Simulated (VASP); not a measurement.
# EuO (Fm-3m) in VASP: notebook

Runs on EuO. Level: PBE+U. Tasks: single point.

Everything below comes from runs of VASP 6.6.1. Logs are shortened: lines on timing, memory, paths and dates and some standing lists are left out, and cuts for length are marked.

### Step 1. The cell of the first run

The structure is cubic, space group Fm-3m (No. 225). The conventional cell has a = 5.144 Å, b = 5.144 Å, c = 5.144 Å, α = 90.00°, β = 90.00°, γ = 90.00°. Within 3.4 Å of Eu (site symmetry m-3m) lie 6 O at 2.57 Å. Within 3.4 Å of O (site symmetry m-3m) lie 6 Eu at 2.57 Å.

### Step 2. Single point, PBE+U, collinear spin, ferromagnetic start

The input, INCAR:

```
PREC     = Accurate       # precision mode
ENCUT    = 600            # plane-wave cutoff, eV
EDIFF    = 1E-6           # SCF threshold, eV
ISMEAR   = 0              # smearing method
SIGMA    = 0.05           # smearing width, eV
LREAL    = F              # projectors in reciprocal space
LASPH    = T              # aspherical terms in the spheres
NELM     = 200            # most SCF steps
ALGO     = Normal         # electronic algorithm
ISIF     = 2              # what is computed and relaxed
LWAVE    = F              # write WAVECAR
LCHARG   = F              # write CHGCAR
ISPIN    = 2              # spin polarisation
MAGMOM   = 7.44 -0.09     # initial moments
LORBIT   = 11             # projections on sites
LMAXMIX  = 6              # l up to which the mixer works
LDAU     = T              # DFT+U
LDAUTYPE = 2            
LDAUL    = 3 -1           # shell
LDAUU    = 7 0            # U, eV
LDAUJ    = 0 0          
LDAUPRINT= 1            
GGA      = PE             # functional
NBANDS   = 22             # bands
GGA_COMPAT= F
```

The input, KPOINTS:

```
Automatic mesh
0
Gamma
  6 6 6
```

The input, POSCAR:

```
EuO
1.0
    0.0000000000      2.5719519700      2.5719519700
    2.5719519700      0.0000000000      2.5719519700
    2.5719519700      2.5719519700      0.0000000000
Eu O
1 1
Direct
    0.5000000000      0.5000000000      0.5000000000
    0.0000000000      0.0000000000      0.0000000000
```

Potentials or basis: VASP PAW PBE potentials, release 64 (Eu, O).

Started as:

```bash
$ cat potpaw_PBE.64/Eu/POTCAR potpaw_PBE.64/O/POTCAR > POTCAR
$ mpirun -np 1 vasp_std > vasp.out
```

OUTCAR:

```text
PREC = Accurate
   ENCUT = 600
   EDIFF = 1E-6
   ISMEAR = 0
   LREAL = F
   LASPH = T
   NELM = 200
   ISIF = 2
   ISPIN = 2
   LORBIT = 11
   GGA = PE

 ion  position               nearest neighbor table
   1  0.500  0.500  0.500-   2 2.57   2 2.57   2 2.57   2 2.57   2 2.57   2 2.57
   2  0.000  0.000  0.000-   1 2.57   1 2.57   1 2.57   1 2.57   1 2.57   1 2.57

  LATTYP: Found a face centered cubic cell.
 ALAT       =     5.1439039400

  Lattice vectors:

 A1 = (   0.0000000000,   2.5719519700,   2.5719519700)
 A2 = (   2.5719519700,   0.0000000000,   2.5719519700)
 A3 = (   2.5719519700,   2.5719519700,   0.0000000000)

Analysis of symmetry for initial positions (statically):
=====================================================================
 Subroutine PRICEL returns:
 Original cell was already a primitive cell.

 Routine SETGRP: Setting up the symmetry group for a
 face centered cubic supercell.

 Subroutine GETGRP returns: Found 48 space group operations
 (whereof 48 operations were pure point group operations)
 out of a pool of 48 trial point group operations.

The static configuration has the point symmetry O_h .

Analysis of symmetry for dynamics (positions and initial velocities):
=====================================================================
 Subroutine PRICEL returns:
 Original cell was already a primitive cell.

 Routine SETGRP: Setting up the symmetry group for a
 face centered cubic supercell.

 Subroutine GETGRP returns: Found 48 space group operations
 (whereof 48 operations were pure point group operations)
 out of a pool of 48 trial point group operations.

The dynamic configuration has the point symmetry O_h .

Analysis of structural, dynamic, and magnetic symmetry:
=====================================================================
 Subroutine PRICEL returns:
 Original cell was already a primitive cell.

 Routine SETGRP: Setting up the symmetry group for a
 face centered cubic supercell.

 Subroutine GETGRP returns: Found 48 space group operations
 (whereof 48 operations were pure point group operations)
 out of a pool of 48 trial point group operations.

The overall configuration has the point symmetry O_h .

 Subroutine INISYM returns: Found 48 space group operations
 (whereof 48 operations are pure point group operations),
 and found     1 'primitive' translations

----------------------------------------------------------------------------------------

                                     Primitive cell

  volume of cell :      34.0266

  direct lattice vectors                    reciprocal lattice vectors
     0.000000000  2.571951970  2.571951970    -0.194404875  0.194404875  0.194404875
     2.571951970  0.000000000  2.571951970     0.194404875 -0.194404875  0.194404875
     2.571951970  2.571951970  0.000000000     0.194404875  0.194404875 -0.194404875

  length of vectors
     3.637289358  3.637289358  3.637289358     0.336719120  0.336719120  0.336719120

  position of ions in fractional coordinates (direct lattice)
     0.500000000  0.500000000  0.500000000
     0.000000000  0.000000000  0.000000000

  ion indices of the primitive-cell ions
[... 118 lines left out ...]
  0.0000 -0.0000  0.0000  0.9771 -0.0000 -0.0000 -0.0000
 -0.0000  0.0000 -0.0000 -0.0000  0.9771  0.0000 -0.0000
  0.0000 -0.0000 -0.0000 -0.0000  0.0000  0.9770  0.0000
  0.0000 -0.0000 -0.0000 -0.0000 -0.0000  0.0000  0.9771

spin component  2

  0.0032  0.0000  0.0015  0.0000  0.0000 -0.0000 -0.0000
  0.0000  0.0001  0.0000  0.0000 -0.0000  0.0000  0.0000
  0.0015  0.0000  0.0024  0.0000  0.0000  0.0000 -0.0000
  0.0000  0.0000  0.0000  0.0043  0.0000  0.0000  0.0000
  0.0000 -0.0000  0.0000  0.0000  0.0024 -0.0000 -0.0015
 -0.0000  0.0000  0.0000  0.0000 -0.0000  0.0013 -0.0000
 -0.0000  0.0000 -0.0000  0.0000 -0.0015 -0.0000  0.0032

 occupancies and eigenvectors

  o =  0.0001  v =  0.0000  0.0000  0.0000  0.0000  0.0000  0.0000  0.0000 -0.0000  1.0000  0.0000 -0.0000  0.0000 -0.0000 -0.0000      0.0000  0.0000  0.0000  0.0000  0.0000  0.0000  0.0000  0.0000  0.0000  0.0000  0.0000  0.0000  0.0000  0.0000
  o =  0.0013  v =  0.0000  0.0000  0.0000  0.0000  0.0000  0.0000  0.0000 -0.0045 -0.0000  0.0058  0.0000 -0.0029 -1.0000 -0.0023      0.0000  0.0000  0.0000  0.0000  0.0000  0.0000  0.0000  0.0000  0.0000  0.0000  0.0000  0.0000  0.0000  0.0000
  o =  0.0013  v =  0.0000  0.0000  0.0000  0.0000  0.0000  0.0000  0.0000  0.6124  0.0000 -0.7905 -0.0000 -0.0012 -0.0074 -0.0009      0.0000  0.0000  0.0000  0.0000  0.0000  0.0000  0.0000  0.0000  0.0000  0.0000  0.0000  0.0000  0.0000  0.0000
  o =  0.0013  v =  0.0000  0.0000  0.0000  0.0000  0.0000  0.0000  0.0000  0.0009  0.0000 -0.0011 -0.0000  0.7906 -0.0037  0.6124      0.0000  0.0000  0.0000  0.0000  0.0000  0.0000  0.0000  0.0000  0.0000  0.0000  0.0000  0.0000  0.0000  0.0000
  o =  0.0043  v =  0.0000  0.0000  0.0000  0.0000  0.0000  0.0000  0.0000 -0.0063  0.0000 -0.0048  1.0000  0.0003  0.0000 -0.0003      0.0000  0.0000  0.0000  0.0000  0.0000  0.0000  0.0000  0.0000  0.0000  0.0000  0.0000  0.0000  0.0000  0.0000
  o =  0.0043  v =  0.0000  0.0000  0.0000  0.0000  0.0000  0.0000  0.0000 -0.7905 -0.0000 -0.6123 -0.0079  0.0025 -0.0000 -0.0032      0.0000  0.0000  0.0000  0.0000  0.0000  0.0000  0.0000  0.0000  0.0000  0.0000  0.0000  0.0000  0.0000  0.0000
  o =  0.0043  v =  0.0000  0.0000  0.0000  0.0000  0.0000  0.0000  0.0000 -0.0032  0.0000 -0.0025  0.0004 -0.6124  0.0000  0.7906      0.0000  0.0000  0.0000  0.0000  0.0000  0.0000  0.0000  0.0000  0.0000  0.0000  0.0000  0.0000  0.0000  0.0000
  o =  0.9669  v =  0.0000  1.0000 -0.0000  0.0000 -0.0000  0.0000  0.0000  0.0000  0.0000  0.0000  0.0000  0.0000  0.0000  0.0000      0.0000  0.0000  0.0000  0.0000  0.0000  0.0000  0.0000  0.0000  0.0000  0.0000  0.0000  0.0000  0.0000  0.0000
  o =  0.9770  v =  0.0002 -0.0000 -0.0003  0.0000  0.7898 -0.0436  0.6118  0.0000  0.0000  0.0000  0.0000  0.0000  0.0000  0.0000      0.0000  0.0000  0.0000  0.0000  0.0000  0.0000  0.0000  0.0000  0.0000  0.0000  0.0000  0.0000  0.0000  0.0000
  o =  0.9770  v = -0.0008 -0.0000  0.0011  0.0000  0.0345  0.9990  0.0267  0.0000  0.0000  0.0000  0.0000  0.0000  0.0000  0.0000      0.0000  0.0000  0.0000  0.0000  0.0000  0.0000  0.0000  0.0000  0.0000  0.0000  0.0000  0.0000  0.0000  0.0000
  o =  0.9770  v =  0.6124 -0.0000 -0.7906 -0.0000 -0.0002  0.0014 -0.0002  0.0000  0.0000  0.0000  0.0000  0.0000  0.0000  0.0000      0.0000  0.0000  0.0000  0.0000  0.0000  0.0000  0.0000  0.0000  0.0000  0.0000  0.0000  0.0000  0.0000  0.0000
  o =  0.9771  v =  0.0008  0.0000  0.0007 -0.9412  0.2069  0.0000 -0.2671  0.0000  0.0000  0.0000  0.0000  0.0000  0.0000  0.0000      0.0000  0.0000  0.0000  0.0000  0.0000  0.0000  0.0000  0.0000  0.0000  0.0000  0.0000  0.0000  0.0000  0.0000
  o =  0.9771  v = -0.0004 -0.0000 -0.0003 -0.3378 -0.5764  0.0000  0.7441  0.0000  0.0000  0.0000  0.0000  0.0000  0.0000  0.0000      0.0000  0.0000  0.0000  0.0000  0.0000  0.0000  0.0000  0.0000  0.0000  0.0000  0.0000  0.0000  0.0000  0.0000
  o =  0.9771  v =  0.7906  0.0000  0.6124  0.0009 -0.0005 -0.0000  0.0006  0.0000  0.0000  0.0000  0.0000  0.0000  0.0000  0.0000      0.0000  0.0000  0.0000  0.0000  0.0000  0.0000  0.0000  0.0000  0.0000  0.0000  0.0000  0.0000  0.0000  0.0000

 number of electron      23.0000000 magnetization       7.0000042

 Free energy of the ion-electron system (eV)
  ---------------------------------------------------
  ext. energy  EPLUGINS =         0.00000000
  ---------------------------------------------------
  free energy    TOTEN  =       -21.03503045 eV

  energy without entropy =      -21.03503013  energy(sigma->0) =      -21.03503029

 E-fermi :   3.5371     XC(G=0): -10.7428

 val. band max:        3.4036453839   @ k =   0.0000   0.0000   0.0000
 cond. band min:       3.6706207616   @ k =   0.5000   0.5000   0.0000
 fundamental gap:      0.2669753777
 Fermi energy:         3.5371331182

 spin component 1

 k-point     1 :       0.0000    0.0000    0.0000
  band No.  band energies     occupation
      1     -35.9281      1.00000
      2     -14.5188      1.00000
      3     -14.5188      1.00000
      4     -14.5188      1.00000
      5     -13.9618      1.00000
      6       0.5891      1.00000
[... 389 lines left out ...]
     21      13.6805      0.00000
     22      14.5462      0.00000
 Fermi energy:         3.5371331182

 spin component 2

 k-point     1 :       0.0000    0.0000    0.0000
  band No.  band energies     occupation
      1     -32.8190      1.00000
      2     -14.0428      1.00000
      3     -12.1974      1.00000
      4     -12.1974      1.00000
      5     -12.1974      1.00000
      6       1.0695      1.00000
[... 389 lines left out ...]
     21      15.5860      0.00000
     22      16.4021      0.00000

------------------------ aborting loop because EDIFF is reached ----------------------------------------

  FORCE on cell =-STRESS in cart. coord.  units (eV):
  Direction    XX          YY          ZZ          XY          YZ          ZX
  --------------------------------------------------------------------------------------
  -------------------------------------------------------------------------------------
  Total        0.4254708      0.4254708      0.4254708      0.0000000      0.0000000     -0.0000000
  in kB       20.0337291     20.0337291     20.0337291      0.0000000      0.0000000     -0.0000000
  external PRESSURE =      20.0337291 kB  Pullay stress =       0.0000000 kB

 VOLUME and BASIS-vectors are now :
 -----------------------------------------------------------------------------
  energy-cutoff  :      600.00
  volume of cell :       34.03
      direct lattice vectors                 reciprocal lattice vectors
     0.000000000  2.571951970  2.571951970    -0.194404875  0.194404875  0.194404875
     2.571951970  0.000000000  2.571951970     0.194404875 -0.194404875  0.194404875
     2.571951970  2.571951970  0.000000000     0.194404875  0.194404875 -0.194404875

 POSITION                                       TOTAL-FORCE (eV/Angst)
 -----------------------------------------------------------------------------------
      2.57195      2.57195      2.57195         0.000000      0.000000      0.000000
      0.00000      0.00000      0.00000        -0.000000     -0.000000     -0.000000
 -----------------------------------------------------------------------------------
    total drift:                                0.000000     -0.000000      0.000000

  FREE ENERGIE OF THE ION-ELECTRON SYSTEM (eV)
  ---------------------------------------------------
  free  energy   TOTEN  =       -21.0350304480 eV

  energy  without entropy=      -21.0350301335  energy(sigma->0) =      -21.03503029

 total charge

# of ion       s       p       d       f       tot
--------------------------------------------------
    1        2.033   5.807   0.295   6.837  14.972
    2        1.551   3.410   0.000   0.000   4.962
--------------------------------------------------
tot          3.584   9.217   0.295   6.837  19.934

 magnetization (x)

# of ion       s       p       d       f       tot
--------------------------------------------------
    1       -0.015  -0.114   0.062   6.806   6.740
    2       -0.005  -0.086   0.000   0.000  -0.090
--------------------------------------------------
tot         -0.019  -0.200   0.062   6.806   6.649
```

Run time: 1.9 min. Hardware: 1 thread of Intel Xeon 8259CL, shared host; peak memory 0.21 GiB.

What came out:

| Item | Value |
| --- | --- |
| Free energy | -21.0350 eV |
| Pressure | 2.0 GPa |
| Band gap on the k mesh | 0.27 eV (least direct gap 0.45 eV) |
| Net moment | 7.00 μB per cell |
| Site moments | Eu +6.74; O -0.09 μB |
| Valence electrons inside the program's atomic spheres | Eu 14.97; O 4.96 |

Levels at points of the mesh, in eV from the valence-band top:
Spin up:
| k point | band 12 | band 13 | band 14 | band 15 | band 16 | band 17 | band 18 | band 19 |
| --- | --- | --- | --- | --- | --- | --- | --- | --- |
| (0.00, 0.00, 0.00) | -0.55 | 0.00 | 0.00 | 0.00 | 1.19 | 3.22 | 3.22 | 3.22 |
| (0.50, 0.00, 0.00) | -0.60 | -0.60 | -0.56 | -0.54 | 3.80 | 5.97 | 5.97 | 6.29 |
| (0.50, 0.50, 0.00) | -0.67 | -0.56 | -0.18 | -0.18 | 0.27 | 4.97 | 7.36 | 8.12 |
Spin down:
| k point | band 6 | band 7 | band 8 | band 9 | band 10 | band 11 |
| --- | --- | --- | --- | --- | --- | --- |
| (0.00, 0.00, 0.00) | -2.33 | -2.33 | -2.33 | 1.95 | 4.17 | 4.17 |
| (0.50, 0.00, 0.00) | -4.44 | -3.50 | -3.50 | 4.41 | 6.72 | 7.00 |
| (0.50, 0.50, 0.00) | -2.41 | -2.30 | -2.30 | 1.09 | 5.84 | 8.24 |

Eigenvalues of the final occupation matrices:
| site | spin | trace | eigenvalues |
| --- | --- | --- | --- |
| site 1 f | 1 | 6.83 | 0.97 0.98 0.98 0.98 0.98 0.98 0.98 |
| site 1 f | 2 | 0.02 | 0.00 0.00 0.00 0.00 0.00 0.00 0.00 |

Caveat: spin-orbit coupling is left out, which moves the levels of the heavy elements; a cell with one magnetic atom can't hold antiferromagnetic order, which such compounds often take.

### Step 3. Single point, PBE+U, collinear spin, ferromagnetic start

The input, INCAR:

```
SYSTEM = EuO
PREC = Accurate
ENCUT = 600
EDIFF = 1E-6
ISMEAR = 0
SIGMA = 0.05
LREAL = .False.
LASPH = .True.
NELM = 200
ALGO = Normal
ISIF = 2
LWAVE = .False.
LCHARG = .True.
ISPIN = 2
MAGMOM = 7.53 0.32
LORBIT = 11
NUPDOWN = 7.7
LMAXMIX = 6
LDAU = .True.
LDAUTYPE = 2
LDAUL = 3 -1
LDAUU = 7 0
LDAUJ = 0 0
LDAUPRINT = 1
GGA = PE
LELF = .True.
LVHAR = .True.
NBANDS = 22
GGA_COMPAT = .False.
```

The input, KPOINTS:

```
regular mesh
0
Gamma
  6 6 6
  0 0 0
```

POSCAR is that of step 2.

Potentials or basis: VASP PAW PBE potentials, release 64 (Eu, O).

Started as:

```bash
$ cat potpaw_PBE.64/Eu/POTCAR potpaw_PBE.64/O/POTCAR > POTCAR
$ mpirun -np 1 vasp_std > vasp.out
```

Run time: 1.8 min. Hardware: 1 thread of Intel Xeon 8259CL, shared host; peak memory 0.21 GiB.

Results (log left out):

```
Free energy                                           : -19.5755 eV
Pressure                                              : 3.8 GPa
Net moment                                            : 7.70 μB per cell
Site moments                                          : Eu +6.87; O +0.20 μB
Valence electrons inside the program's atomic spheres : Eu 15.01; O 4.91
```

Eigenvalues of the final occupation matrices:
| site | spin | trace | eigenvalues |
| --- | --- | --- | --- |
| site 1 f | 1 | 6.84 | 0.97 0.98 0.98 0.98 0.98 0.98 0.98 |
| site 1 f | 2 | 0.01 | 0.00 0.00 0.00 0.00 0.00 0.00 0.00 |

Caveat: the cell stands under pressure; spin-orbit coupling is left out, which moves the levels of the heavy elements; the total moment is fixed, so each spin has its own Fermi level; a cell with one magnetic atom can't hold antiferromagnetic order, which such compounds often take. The state reached can hang on the start; a lower one may exist.

[end of part 1 of 2]
